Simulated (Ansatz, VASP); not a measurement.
**One calculation of V, two programs**

INCAR

```
SYSTEM = V
ALGO     = Normal         ! electronic algorithm
EDIFF    = 1E-6           ! SCF threshold, eV
ENCUT    = 520            ! plane-wave cutoff, eV
GGA      = PE             ! functional
ISIF     = 2              ! what is computed and relaxed
ISMEAR   = 0              ! smearing method
ISPIN    = 2              ! spin polarisation
LASPH    = .True.         ! aspherical terms in the spheres
LCHARG   = .False.        ! write CHGCAR
LMAXMIX  = 4              ! l up to which the mixer works
LORBIT   = 11             ! projections on sites
LREAL    = .False.        ! projectors in reciprocal space
LWAVE    = .False.        ! write WAVECAR
MAGMOM   = 1.5            ! initial moments
NBANDS   = 16             ! bands
NELM     = 150            ! most SCF steps
PREC     = Accurate       ! precision mode
SIGMA    = 0.05           ! smearing width, eV
```

Contents of KPOINTS:

```
k-points
0
Gamma
  16 16 16
  0 0 0
```

Contents of POSCAR:

```
V
1.0
   -1.4988666745      1.4988666745      1.4988666745
    1.4988666745     -1.4988666745      1.4988666745
    1.4988666745      1.4988666745     -1.4988666745
V
1
Direct
    0.0000000000      0.0000000000      0.0000000000
```

Input for Ansatz:

```yaml
crystal:
  lattice:
    - [-1.4988666745, 1.4988666745, 1.4988666745]
    - [1.4988666745, -1.4988666745, 1.4988666745]
    - [1.4988666745, 1.4988666745, -1.4988666745]
  atoms:
    - { symbol: V, position: [0.0, 0.0, 0.0], spin: 1.5 }
magnetization:
  spin_polarized: true
kpoints:
  mp_grid: { grid: [16, 16, 16] }
scf:
  occupations: { method: gaussian, width: 0.05 }
hamiltonian:
  xc: pbe
  pseudopotentials: { kind: all_electron, lapw: { basis_error: 0.001 } }
output:
  forces: true
  stress: true
  eigenvalues: true
```

Alike in both runs: task single point; functional PBE; k mesh 16 × 16 × 16; occupations gaussian, width 0.05 eV; collinear spin.

```csv
,VASP,Ansatz
version,VASP 6.6.1,Ansatz 0.2.0
potentials or method,"VASP PAW PBE potentials, release 64 (V_sv), cutoff 520 eV","all-electron LAPW, scalar-relativistic"
```

VASP gave:

```
pressure (GPa)           : 0.2
net moment per atom (μB) : 0.00
```

Problem. Which values does Ansatz return?

Solution. Pressure (GPa): -0.1; net moment per atom (μB): 0.00.

Ansatz ran all-electron here, and VASP with PAW potentials. Ansatz's warnings: seeded moment not kept.
